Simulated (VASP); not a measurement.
Input of a VASP 6.6.1 run:

The input INCAR:

```
ALGO = Fast ; EDIFF = 1E-6
ENCUT = 520 ; GGA = PE
ISIF = 2 ; ISMEAR = 0
LASPH = True ; LCHARG = False
LREAL = False ; LWAVE = False
NBANDS = 47 ; NELM = 100
PREC = Accurate ; SIGMA = 0.1
```

The input KPOINTS:

```
k-points
0
Gamma
  6 6 4
```

Contents of POSCAR:

```
Zr2Mo
1.0
    4.9100568234      0.0000000000      0.0000000000
   -2.4550284117      4.2522339431      0.0000000000
    0.0000000000      0.0000000000      5.6590429389
Zr Mo
4 2
Direct
    0.3333333333      0.6666666667      0.2500000000
    0.3333333333      0.6666666667      0.7500000000
    0.6666666667      0.3333333333      0.2500000000
    0.6666666667      0.3333333333      0.7500000000
    0.0000000000      0.0000000000      0.0000000000
    0.0000000000      0.0000000000      0.5000000000
```

Potentials or basis: VASP PAW PBE potentials, release 64 (Zr_sv, Mo_sv).

Command:

```bash
$ cat potpaw_PBE.64/Zr_sv/POTCAR potpaw_PBE.64/Mo_sv/POTCAR > POTCAR
$ mpirun -np 1 vasp_std > vasp.out
```

Predict the band gap on the k mesh.

zero (bands 38 and 39 overlap by 1.80 eV).

Estimate the pressure.

0.1 GPa.

Stress tensor (GPa, compression positive):
```
-0.15  0.00  0.00
 0.00 -0.15  0.00
 0.00  0.00  0.59
```
